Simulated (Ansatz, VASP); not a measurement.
**BaTiO3: VASP beside Ansatz**

```
Ba Ti O
1.0
     3.98545    0.00000    0.00000
     0.00000    3.98545    0.00000
     0.00000    0.00000    4.01146
Ba Ti O
1 1 3
Direct
  0.50000 0.50000 0.58009
  0.00000 0.00000 0.09410
  0.00000 0.50000 0.06474
  0.50000 0.00000 0.06474
  0.00000 0.00000 0.55633
```

Alike in both runs: task single point; functional PBE; k mesh 8 × 8 × 6; occupations gaussian, width 0.02 eV; no spin polarisation.

```csv
,VASP,Ansatz
version,VASP 6.6.1,Ansatz 0.2.0
potentials or method,"VASP PAW PBE potentials, release 64 (Ba_sv, Ti_sv, O_h), cutoff 1340 eV","scalar-relativistic, plane waves, PAW"
valence electrons in the cell,40,40
```

VASP gave:

| Item | Value |
| --- | --- |
| gap on the k mesh at the Fermi level (eV) | 1.81 |
| least direct gap on the mesh (eV) | 2.14 |
| pressure (GPa) | 6.2 |
| traceless stress, the component that is largest in VASP (GPa) | 1.20 |
| rms of the force components (eV/Å) | 0.013 |

Problem. Which values does Ansatz return?

Solution. gap on the k mesh at the Fermi level (eV): 1.87; least direct gap on the mesh (eV): 2.17; pressure (GPa): 4.6; traceless stress, the component that is largest in VASP (GPa): 1.18; rms of the force components (eV/Å): 0.000.

Atom by atom the forces differ by 0.013 eV/Å (rms over components).

Spin-orbit coupling is off throughout.
